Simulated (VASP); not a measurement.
Set up this calculation in VASP 6.6.1, as the native input.

| Item | Value |
| --- | --- |
| Task | single point |
| Functional | PBE |
| Potentials or basis | VASP PAW PBE potentials, release 64 (Hf_pv, C) |
| Cutoff | 520 eV |
| k mesh | 14 × 14 × 14 |
| Occupations | fermi-dirac, width 0.08 eV |
| Spin | no spin polarisation |
| Dipole correction | no |
| Further INCAR settings | ALGO = Normal; EDIFF = 1e-06; NBANDS = 14 |

The structure of HfC (CsCl type) lies in POSCAR:

```
HfC
1.0
    2.6005187302      0.0000000000      0.0000000000
    0.0000000000      2.6005187302      0.0000000000
    0.0000000000      0.0000000000      2.6005187302
Hf C
1 1
Direct
    0.0000000000      0.0000000000      0.0000000000
    0.5000000000      0.5000000000      0.5000000000
```

This cell differs from its parent crystal: volume scaled by 0.72.

These files were run (other wordings do the same):

INCAR

```
SYSTEM = HfC
PREC = Accurate
ENCUT = 520
EDIFF = 1E-6
ISMEAR = -1
SIGMA = 0.08
LREAL = .FALSE.
LASPH = .TRUE.
NELM = 80
ALGO = Normal
ISIF = 2
LWAVE = .FALSE.
LCHARG = .TRUE.
GGA = PE
LELF = .TRUE.
LVHAR = .TRUE.
NBANDS = 14
```

KPOINTS

```
regular mesh
0
G
  14 14 14
  0 0 0
```

Potentials or basis: VASP PAW PBE potentials, release 64 (Hf_pv, C).

The run is started by

```sh
$ cat potpaw_PBE.64/Hf_pv/POTCAR potpaw_PBE.64/C/POTCAR > POTCAR
$ mpirun -np 1 vasp_std > vasp.out
```

It gave:

- Pressure: 126.1 GPa
- Band gap on the k mesh: zero (band 7 reaches 11.32 eV, above the bottom of band 8 at 8.14 eV)

Caveat: spin-orbit coupling is left out, which moves the levels of the heavy elements.

It took 8.5 s on 1 thread of Intel(R) Xeon(R) 6975P-C (Granite Rapids) (shared host), peak memory 0.14 GiB.
